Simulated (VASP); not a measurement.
A run of VASP 6.6.1:

File INCAR:

```
SYSTEM = SiNi2
  PREC = Accurate
  ENCUT = 520
  EDIFF = 1E-7
  ISMEAR = 0
  SIGMA = 0.1
  LREAL = .False.
  LASPH = .True.
  NELM = 100
  ALGO = Fast
  ISIF = 2
  LWAVE = .False.
  LCHARG = .False.
  GGA = PS
  NBANDS = 33
```

Contents of KPOINTS:

```
regular mesh
0
Gamma
  12 12 8
  0 0 0
```

The input POSCAR:

```
SiNi2
1.0
    3.8684937673      0.0000000000      0.0000000000
   -1.9342468836      3.3502138768      0.0000000000
    0.0000000000      0.0000000000      4.9163649101
Ni Si
4 2
Direct
    0.6666666667      0.3333333333      0.2500000000
    0.3333333333      0.6666666667      0.7500000000
    0.0000000000      0.0000000000      0.0000000000
    0.0000000000      0.0000000000      0.5000000000
    0.6666666667      0.3333333333      0.7500000000
    0.3333333333      0.6666666667      0.2500000000
```

Potentials or basis: VASP PAW PBE potentials, release 64 (Ni, Si).

Launch:

```console
$ cat potpaw_PBE.64/Ni/POTCAR potpaw_PBE.64/Si/POTCAR > POTCAR
$ mpirun -np 1 vasp_std > vasp.out
```

Hardware: 1 thread of Intel Xeon 8259CL, on a shared host.

Problem. Estimate the wall time of this run.

Solution. Run time: 5.7 min on 1 thread of Intel Xeon 8259CL, with other jobs on the host, peak memory 0.29 GiB. Counts: scf iterations 19, k points 95.
